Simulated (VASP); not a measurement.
# Ga4O (Pm-3m) in VASP: notebook

Runs on Ga4O. Level: PBE. Tasks: single point, relaxation of cell and atoms.

Everything below comes from runs of VASP 6.6.1. Logs are shortened: lines on timing, memory, paths and dates and some standing lists are left out, and cuts for length are marked.

## 1. The cell of the first run

It takes space group Pm-3m (No. 221, cubic). Conventional cell: a = 4.398 Å, b = 4.398 Å, c = 4.398 Å, α = 90.00°, β = 90.00°, γ = 90.00°. Within 4.1 Å of Ga (site symmetry m-3m) lie 12 Ga at 3.11 Å and 8 O at 3.81 Å. Within 2.9 Å of Ga (site symmetry 4/mmm) lie 2 O at 2.20 Å. Within 2.9 Å of O (site symmetry m-3m) lie 6 Ga at 2.20 Å.

The cell was built from a structure type or drawn by symmetry, and may not be a known phase.

## 2. Single point, PBE

INCAR reads:

```
  ALGO = Normal
  EDIFF = 1E-7
  ENCUT = 520
  GGA = PE
  ISIF = 2
  ISMEAR = 0
  LASPH = T
  LCHARG = T
  LELF = T
  LREAL = F
  LVHAR = T
  LWAVE = F
  NBANDS = 37
  NELM = 80
  PREC = Accurate
  SIGMA = 0.1
```

KPOINTS reads:

```
k-points
0
Gamma
  4 4 4
```

POSCAR reads:

```
Ga4O
1.0
    4.3979385500      0.0000000000      0.0000000000
    0.0000000000      4.3979385500      0.0000000000
    0.0000000000      0.0000000000      4.3979385500
Ga O
4 1
Direct
    0.0000000000      0.0000000000      0.0000000000
    0.5000000000      0.5000000000      0.0000000000
    0.5000000000      0.0000000000      0.5000000000
    0.0000000000      0.5000000000      0.5000000000
    0.5000000000      0.5000000000      0.5000000000
```

Potentials or basis: VASP PAW PBE potentials, release 64 (Ga_d, O).

Started as:

```sh
cat potpaw_PBE.64/Ga_d/POTCAR potpaw_PBE.64/O/POTCAR > POTCAR
mpirun -np 1 vasp_std > vasp.out
```

OUTCAR:

```text
EDIFF = 1E-7
   ENCUT = 520
   GGA = PE
   ISIF = 2
   ISMEAR = 0
   LASPH = T
   LREAL = F
   NELM = 80
   PREC = Accurate

 ion  position               nearest neighbor table
   1  0.000  0.000  0.000-
   2  0.500  0.500  0.000-   5 2.20   5 2.20
   3  0.500  0.000  0.500-   5 2.20   5 2.20
   4  0.000  0.500  0.500-   5 2.20   5 2.20
   5  0.500  0.500  0.500-   2 2.20   3 2.20   4 2.20   2 2.20   3 2.20   4 2.20

  LATTYP: Found a simple cubic cell.
 ALAT       =     4.3979385500

  Lattice vectors:

 A1 = (   4.3979385500,   0.0000000000,   0.0000000000)
 A2 = (   0.0000000000,   4.3979385500,   0.0000000000)
 A3 = (   0.0000000000,   0.0000000000,   4.3979385500)

Analysis of symmetry for initial positions (statically):
=====================================================================
 Subroutine PRICEL returns:
 Original cell was already a primitive cell.

 Routine SETGRP: Setting up the symmetry group for a
 simple cubic supercell.

 Subroutine GETGRP returns: Found 48 space group operations
 (whereof 48 operations were pure point group operations)
 out of a pool of 48 trial point group operations.

The static configuration has the point symmetry O_h .

Analysis of symmetry for dynamics (positions and initial velocities):
=====================================================================
 Subroutine PRICEL returns:
 Original cell was already a primitive cell.

 Routine SETGRP: Setting up the symmetry group for a
 simple cubic supercell.

 Subroutine GETGRP returns: Found 48 space group operations
 (whereof 48 operations were pure point group operations)
 out of a pool of 48 trial point group operations.

The dynamic configuration has the point symmetry O_h .

 Subroutine INISYM returns: Found 48 space group operations
 (whereof 48 operations are pure point group operations),
 and found     1 'primitive' translations

----------------------------------------------------------------------------------------

                                     Primitive cell

  volume of cell :      85.0643

  direct lattice vectors                    reciprocal lattice vectors
     4.397938550  0.000000000  0.000000000     0.227379257  0.000000000  0.000000000
     0.000000000  4.397938550  0.000000000     0.000000000  0.227379257  0.000000000
     0.000000000  0.000000000  4.397938550     0.000000000  0.000000000  0.227379257

  length of vectors
     4.397938550  4.397938550  4.397938550     0.227379257  0.227379257  0.227379257

  position of ions in fractional coordinates (direct lattice)
     0.000000000  0.000000000  0.000000000
     0.500000000  0.500000000  0.000000000
     0.500000000  0.000000000  0.500000000
     0.000000000  0.500000000  0.500000000
     0.500000000  0.500000000  0.500000000

  ion indices of the primitive-cell ions
   primitive index   ion index
                 1           1
                 2           2
                 3           3
                 4           4
                 5           5

----------------------------------------------------------------------------------------

 KPOINTS: k-points

Automatic generation of k-mesh.
 Grid dimensions read from file:
 generate k-points for:    4    4    4

 Generating k-lattice:

  Cartesian coordinates                     Fractional coordinates (reciprocal lattice)
     0.056844814  0.000000000  0.000000000     0.250000000  0.000000000  0.000000000
     0.000000000  0.056844814  0.000000000     0.000000000  0.250000000  0.000000000
     0.000000000  0.000000000  0.056844814     0.000000000  0.000000000  0.250000000

  Length of vectors
     0.056844814  0.056844814  0.056844814

  Shift w.r.t. Gamma in fractional coordinates (k-lattice)
     0.000000000  0.000000000  0.000000000

 Subroutine IBZKPT returns following result:
 ===========================================

 Found     10 irreducible k-points:

 Following reciprocal coordinates:
            Coordinates               Weight
  0.000000  0.000000  0.000000      1.000000
  0.250000  0.000000  0.000000      6.000000
  0.500000  0.000000  0.000000      3.000000
  0.250000  0.250000  0.000000     12.000000
  0.500000  0.250000  0.000000     12.000000
  0.500000  0.500000  0.000000      3.000000
  0.250000  0.250000  0.250000      8.000000
  0.500000  0.250000  0.250000     12.000000
  0.500000  0.500000  0.250000      6.000000
  0.500000  0.500000  0.500000      1.000000
   k-points           NKPTS =     10   k-points in BZ     NKDIM =     10   number of bands    NBANDS=     37
   number of dos      NEDOS =    301   number of ions     NIONS =      5
   total plane-waves  NPLWV =  46656
   dimension x,y,z NGX =    36 NGY =   36 NGZ =   36
   dimension x,y,z NGXF=    72 NGYF=   72 NGZF=   72
   ions per type =               4   1
   NGX,Y,Z   is equivalent  to a cutoff of  13.61, 13.61, 13.61 a.u.
   NGXF,Y,Z  is equivalent  to a cutoff of  27.22, 27.22, 27.22 a.u.
 SYSTEM =  unknown system
   PREC   = accura    normal or accurate (medium, high low for compatibility)
   ISTART =      0    job   : 0-new  1-cont  2-samecut
   ICHARG =      2    charge: 1-file 2-atom 10-const
   ISPIN  =      1    spin polarized calculation?
   LNONCOLLINEAR =      F non collinear calculations
   LSORBIT =      F    spin-orbit coupling
   LASPH  =      T    aspherical Exc in radial PAW
   ENCUT  =  520.0 eV  38.22 Ry    6.18 a.u.   8.18  8.18  8.18*2*pi/ulx,y,z
   NELM   =     80;   NELMIN=  2; NELMDL= -5     # of ELM steps
   EDIFF  = 0.1E-06   stopping-criterion for ELM
   LREAL  =      F    real-space projection
   EDIFFG = 0.1E-05   stopping-criterion for IOM
   NSW    =      0    number of steps for IOM
   IBRION =     -1    ionic relax: 0-MD 1-quasi-New 2-CG
   NFREE  =      0    steps in history (QN), initial steepest desc. (CG)
   ISIF   =      2    stress and relaxation
   ISYM   =      2    0-nonsym 1-usesym 2-fastsym
   POTIM  = 0.5000    time-step for ionic-motion
   TEBEG  =    0.0;   TEEND  =   0.0 temperature during run
   PSTRESS=    0.0 pullay stress
   NELECT =      58.0000    total number of electrons
   NUPDOWN=      -1.0000    fix difference up-down
   EMIN   =  10.00;   EMAX   =-10.00  energy-range for DOS
   EFERMI =   0.00;   METHOD = LEGACY
   ISMEAR =     0;   SIGMA  =   0.10  broadening in eV -4-tet -1-fermi 0-gaus
   EFERMI_NEDOS =   21; number of points for ismear=-14 and -15
   IALGO  =     38    algorithm
   IMIX   =      4    mixing-type and parameters
     AMIX     =   0.40;   BMIX     =  1.00
     AMIX_MAG =   1.60;   BMIX_MAG =  1.00
  volume/ion in A,a.u.               =      17.01       114.81
  Fermi-wavevector in a.u.,A,eV,Ry     =   1.440904  2.722913 28.248470  2.076204
  Thomas-Fermi vector in A             =   2.559596
   LORBIT       =      0    0 simple, 1 ext, 2 COOP (PROOUT), +10 PAW based schemes
   GGA     = PE    functional components
   LHFCALC =     F    Hartree Fock is set to
   AEXX    =    0.0000 exact exchange contribution
   IVDW    =     0    specifies the selected vdW correction
   LEPSILON=     F    determine dielectric tensor
   LRPA    =     F    only Hartree local field effects (RPA)
 non-spin polarized calculation
 Gauss-broadening in eV      SIGMA  =   0.10
  energy-cutoff  :      520.00
  volume of cell :       85.06
 maximum number of plane-waves:      2320
 NGX is ok and might be reduce to    36
   NGX = 17   NGY = 17   NGZ = 17

 number of electron      57.9999942 magnetization

 Free energy of the ion-electron system (eV)
  ---------------------------------------------------
  ext. energy  EPLUGINS =         0.00000000
  ---------------------------------------------------
  free energy    TOTEN  =       -17.19097924 eV

  energy without entropy =      -17.17937675  energy(sigma->0) =      -17.18517799

 E-fermi :   5.1412     XC(G=0): -10.9128

 val. band max:        5.0854358085   @ k =   0.5000   0.0000   0.0000
 cond. band min:       5.3082501871   @ k =   0.2500   0.2500   0.0000
 fundamental gap:      0.2228143786
 Fermi energy:         5.1412203462

 k-point     1 :       0.0000    0.0000    0.0000
  band No.  band energies     occupation
      1     -14.4344      2.00000
      2      -9.7009      2.00000
      3      -9.7009      2.00000
      4      -9.7009      2.00000
      5      -9.6621      2.00000
      6      -9.6621      2.00000
[... 29 lines left out ...]
     36      12.7967      0.00000
     37      12.7970      0.00000

 k-point     2 :       0.2500    0.0000    0.0000
  band No.  band energies     occupation
      1     -14.3642      2.00000
      2      -9.6840      2.00000
      3      -9.6624      2.00000
      4      -9.6624      2.00000
      5      -9.6376      2.00000
      6      -9.6350      2.00000
[... 29 lines left out ...]
     36      11.9633      0.00000
     37      11.9633      0.00000

 k-point     3 :       0.5000    0.0000    0.0000
  band No.  band energies     occupation
      1     -14.2905      2.00000
      2      -9.6533      2.00000
      3      -9.6266      2.00000
      4      -9.6072      2.00000
      5      -9.6061      2.00000
      6      -9.5740      2.00000
[... 29 lines left out ...]
     36      11.3769      0.00000
     37      11.7208      0.00000

 k-point     4 :       0.2500    0.2500    0.0000
  band No.  band energies     occupation
      1     -14.2933      2.00000
      2      -9.6508      2.00000
      3      -9.6498      2.00000
      4      -9.6491      2.00000
      5      -9.6143      2.00000
      6      -9.6023      2.00000
[... 29 lines left out ...]
     36      10.3910      0.00000
     37      12.6939      0.00000

 k-point     5 :       0.5000    0.2500    0.0000
  band No.  band energies     occupation
      1     -14.2188      2.00000
      2      -9.6266      2.00000
      3      -9.6198      2.00000
      4      -9.6060      2.00000
      5      -9.6010      2.00000
      6      -9.5917      2.00000
[... 29 lines left out ...]
     36      10.9582      0.00000
     37      11.9561      0.00000

 k-point     6 :       0.5000    0.5000    0.0000
  band No.  band energies     occupation
      1     -14.1432      2.00000
      2      -9.6340      2.00000
      3      -9.6340      2.00000
      4      -9.6006      2.00000
      5      -9.5867      2.00000
      6      -9.5764      2.00000
[... 29 lines left out ...]
     36      12.4723      0.00000
     37      12.8407      0.00000

 k-point     7 :       0.2500    0.2500    0.2500
  band No.  band energies     occupation
      1     -14.2213      2.00000
      2      -9.6423      2.00000
      3      -9.6423      2.00000
      4      -9.6332      2.00000
      5      -9.6019      2.00000
      6      -9.5919      2.00000
[... 29 lines left out ...]
     36      11.3443      0.00000
     37      12.8139      0.00000

 k-point     8 :       0.5000    0.2500    0.2500
  band No.  band energies     occupation
      1     -14.1453      2.00000
      2      -9.6348      2.00000
      3      -9.6234      2.00000
      4      -9.6155      2.00000
      5      -9.6058      2.00000
      6      -9.5996      2.00000
[... 29 lines left out ...]
     36      12.4843      0.00000
     37      12.5935      0.00000

 k-point     9 :       0.5000    0.5000    0.2500
  band No.  band energies     occupation
      1     -14.0680      2.00000
      2      -9.6566      2.00000
      3      -9.6566      2.00000
      4      -9.6205      2.00000
      5      -9.6036      2.00000
      6      -9.5986      2.00000
[... 29 lines left out ...]
     36      12.8190      0.00000
     37      13.0402      0.00000

 k-point    10 :       0.5000    0.5000    0.5000
  band No.  band energies     occupation
      1     -13.9886      2.00000
      2      -9.6802      2.00000
      3      -9.6802      2.00000
      4      -9.6802      2.00000
      5      -9.6220      2.00000
      6      -9.6166      2.00000
[... 29 lines left out ...]
     36      13.9135      0.00000
     37      13.9215      0.00000

------------------------ aborting loop because EDIFF is reached ----------------------------------------

  FORCE on cell =-STRESS in cart. coord.  units (eV):
  Direction    XX          YY          ZZ          XY          YZ          ZX
  --------------------------------------------------------------------------------------
  -------------------------------------------------------------------------------------
  Total        1.7854979      1.7854979      1.7854979      0.0000000     -0.0000000      0.0000000
  in kB       33.6296579     33.6296579     33.6296579      0.0000000     -0.0000000      0.0000000
  external PRESSURE =      33.6296579 kB  Pullay stress =       0.0000000 kB

 VOLUME and BASIS-vectors are now :
 -----------------------------------------------------------------------------
  energy-cutoff  :      520.00
  volume of cell :       85.06
      direct lattice vectors                 reciprocal lattice vectors
     4.397938550  0.000000000  0.000000000     0.227379257  0.000000000  0.000000000
     0.000000000  4.397938550  0.000000000     0.000000000  0.227379257  0.000000000
     0.000000000  0.000000000  4.397938550     0.000000000  0.000000000  0.227379257

 POSITION                                       TOTAL-FORCE (eV/Angst)
 -----------------------------------------------------------------------------------
      0.00000      0.00000      0.00000         0.000000      0.000000      0.000000
      2.19897      2.19897      0.00000         0.000000      0.000000      0.000000
      2.19897      0.00000      2.19897         0.000000      0.000000      0.000000
      0.00000      2.19897      2.19897         0.000000      0.000000      0.000000
      2.19897      2.19897      2.19897         0.000000      0.000000      0.000000
 -----------------------------------------------------------------------------------
    total drift:                                0.000000      0.000000      0.000000

  FREE ENERGIE OF THE ION-ELECTRON SYSTEM (eV)
  ---------------------------------------------------
  free  energy   TOTEN  =       -17.1909792368 eV

  energy  without entropy=      -17.1793767469  energy(sigma->0) =      -17.18517799
```

Run time: 25 s. Hardware: 1 thread of AMD EPYC 9R45 (Zen 5), shared host; peak memory 0.17 GiB.

What came out:

```yaml
Free_energy: -17.1910 eV
Pressure: 3.4 GPa
Band_gap_on_the_k_mesh: zero (bands 29 and 30 overlap by 2.34 eV)
```

Levels at points of the mesh, in eV from the Fermi level:
```csv
k point,band 26,band 27,band 28,band 29,band 30,band 31,band 32,band 33
"(0.00, 0.00, 0.00)",-2.71,-2.71,-0.88,-0.14,-0.14,-0.14,4.54,4.54
"(0.50, 0.00, 0.00)",-4.33,-2.10,-0.06,-0.06,0.80,1.52,2.65,2.65
"(0.50, 0.50, 0.00)",-4.16,-1.78,-1.78,1.57,1.92,1.92,2.07,2.54
"(0.50, 0.50, 0.50)",-3.44,-3.44,-3.44,-0.11,-0.11,-0.11,1.99,8.13
```

Caveat: the cell stands under pressure.

## 3. Single point, PBE

This run uses another cell than the first one, of 17.77 Å³/atom.

INCAR reads:

```
SYSTEM = Ga4O
PREC = Accurate
ENCUT = 520
EDIFF = 1E-7
ISMEAR = 0
SIGMA = 0.1
LREAL = .False.
LASPH = .True.
NELM = 100
ALGO = Normal
ISIF = 2
LWAVE = .False.
LCHARG = .True.
GGA = PE
LELF = .True.
LVHAR = .True.
NBANDS = 37
```

KPOINTS reads:

```
regular mesh
0
Gamma
  8 8 8
  0 0 0
```

POSCAR, as its differences from that of step 2:

```diff
@@ -2,5 +2,5 @@
 1.0
-    4.3979385500      0.0000000000      0.0000000000
-    0.0000000000      4.3979385500      0.0000000000
-    0.0000000000      0.0000000000      4.3979385500
+    4.4620228698      0.0000000000      0.0000000000
+    0.0000000000      4.4620228698      0.0000000000
+    0.0000000000      0.0000000000      4.4620228698
 Ga O
```

Potentials or basis: VASP PAW PBE potentials, release 64 (Ga_d, O).

Started as:

```sh
cat potpaw_PBE.64/Ga_d/POTCAR potpaw_PBE.64/O/POTCAR > POTCAR
mpirun -np 1 vasp_std > vasp.out
```

Run time: 82 s. Hardware: 1 thread of AMD EPYC 9R45 (Zen 5), shared host; peak memory 0.21 GiB.

It converged, with:

```
Free energy            : -17.2878 eV
Pressure               : 0.2 GPa
Band gap on the k mesh : zero (bands 29 and 30 overlap by 2.20 eV)
```

Levels at points of the mesh, in eV from the Fermi level:
```tsv
k point	band 26	band 27	band 28	band 29	band 30	band 31	band 32	band 33
(0.00, 0.00, 0.00)	-2.82	-2.82	-1.16	-0.10	-0.10	-0.10	4.38	4.38
(0.50, 0.00, 0.00)	-4.23	-2.27	-0.04	-0.04	0.63	1.49	2.59	2.59
(0.50, 0.50, 0.00)	-4.21	-1.66	-1.66	1.42	1.87	1.87	2.00	2.32
(0.50, 0.50, 0.50)	-3.30	-3.30	-3.30	-0.14	-0.14	-0.14	1.87	7.86
```

[end of part 1 of 2]
